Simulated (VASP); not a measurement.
Input of a VASP 6.6.1 run:

File INCAR:

```
PREC     = Accurate       # precision mode
ENCUT    = 520            # plane-wave cutoff, eV
EDIFF    = 1E-7           # SCF threshold, eV
ISMEAR   = 0              # smearing method
SIGMA    = 0.15           # smearing width, eV
LREAL    = False          # projectors in reciprocal space
LASPH    = True           # aspherical terms in the spheres
NELM     = 100            # most SCF steps
ALGO     = Fast           # electronic algorithm
ISIF     = 2              # what is computed and relaxed
LWAVE    = False          # write WAVECAR
LCHARG   = False          # write CHGCAR
GGA      = PS             # functional
NBANDS   = 10             # bands
```

The input KPOINTS:

```
Automatic mesh
0
Gamma
  24 24 24
```

Contents of POSCAR:

```
Os
1.0
    0.0000000000      1.9716471469      1.8927812610
    1.9716471469      0.0000000000      1.8927812610
    1.9716471469      1.9716471469      0.0000000000
Os
1
Direct
    0.0000000000      0.0000000000      0.0000000000
```

Potentials or basis: VASP PAW PBE potentials, release 64 (Os).

Command:

```console
$ cat potpaw_PBE.64/Os/POTCAR > POTCAR
$ mpirun -np 1 vasp_std > vasp.out
```

Q: What does it give for the pressure?

A: -19.8 GPa.

Q: What does it give for the band gap on the k mesh?

A: Zero (bands 4 and 5 overlap by 4.28 eV).

Stress tensor (GPa, compression positive):
```
-23.99   0.00   0.00
  0.00 -23.99   0.00
  0.00   0.00 -11.57
```

Caveat: the stress differs along the axes, from -24 to -12 GPa; the PAW data sets were made with another functional, which shifts forces and pressure a little; spin-orbit coupling is left out, which moves the levels of the heavy elements.
